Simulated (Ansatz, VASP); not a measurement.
**GaN in VASP and in Ansatz**

POSCAR

```
GaN
1.0
    3.1830984299      0.0000000000      0.0000000000
   -1.5915492150      2.7566441030      0.0000000000
    0.0000000000      0.0000000000      5.1835962425
Ga N
2 2
Direct
    0.3333333333      0.6666666667      0.9991101046
    0.6666666667      0.3333333333      0.4991101046
    0.3514713294      0.7029426589      0.3565982694
    0.6666666667      0.3333333333      0.8758898954
```

The input INCAR.step1:

```
  PREC = Accurate
  ENCUT = 520
  ISMEAR = 0
  SIGMA = 0.05
  LREAL = F
  LASPH = T
  NELM = 100
  NBANDS = 26
  GGA = PE
  ALGO = Normal
  EDIFF = 1E-4
  LWAVE = T
  LCHARG = F
```

INCAR.step2

```
  PREC = Accurate
  ENCUT = 520
  EDIFF = 1E-6
  ISMEAR = 0
  SIGMA = 0.05
  LREAL = F
  LASPH = T
  NELM = 100
  ALGO = Normal
  ISIF = 2
  LWAVE = F
  LCHARG = F
  METAGGA = R2SCAN
  LMIXTAU = T
  NBANDS = 26
  ISTART = 1
```

The input KPOINTS:

```
regular mesh
0
Gamma
  12 12 6
```

Input for Ansatz:

```yaml
crystal:
  lattice:
    - [3.1830984299, 0.0, 0.0]
    - [-1.591549215, 2.756644103, 0.0]
    - [0.0, 0.0, 5.1835962425]
  atoms:
    - { symbol: Ga, position: [0.3333333333, 0.6666666667, 0.9991101046] }
    - { symbol: Ga, position: [0.6666666667, 0.3333333333, 0.4991101046] }
    - { symbol: "N", position: [0.3514713294, 0.7029426589, 0.3565982694] }
    - { symbol: "N", position: [0.6666666667, 0.3333333333, 0.8758898954] }
basis:
  ecutwfc: 500
kpoints:
  mp_grid: { grid: [12, 12, 6] }
hamiltonian:
  xc: r2scan
scf:
  occupations: { method: gaussian, width: 0.05 }
output:
  forces: true
  stress: true
  eigenvalues: true
```

Alike in both runs: task single point; functional r2SCAN; k mesh 12 × 12 × 6; occupations gaussian, width 0.05 eV; no spin polarisation.

|  | VASP | Ansatz |
| --- | --- | --- |
| version | VASP 6.6.1 | Ansatz 0.2.0 |
| potentials or method | VASP PAW PBE potentials, release 64 (Ga_d, N), cutoff 520 eV | scalar-relativistic, plane waves, PAW |
| valence electrons in the cell | 36 | 36 |

```tsv
	VASP	Ansatz	Ansatz less VASP
gap on the k mesh at the Fermi level (eV)	2.21	2.22	+0.005
least direct gap on the mesh (eV)	2.21	2.22	+0.005
pressure (GPa)	2.3	1.2	-1.10
traceless stress, the component that is largest in VASP (GPa)	-5.04	-4.86	+0.178
rms of the force components (eV/Å)	0.858	0.845	-0.0127
```

VASP's potentials were made for PBE, not for r2SCAN. Atom by atom the forces differ by 0.016 eV/Å (rms over components).
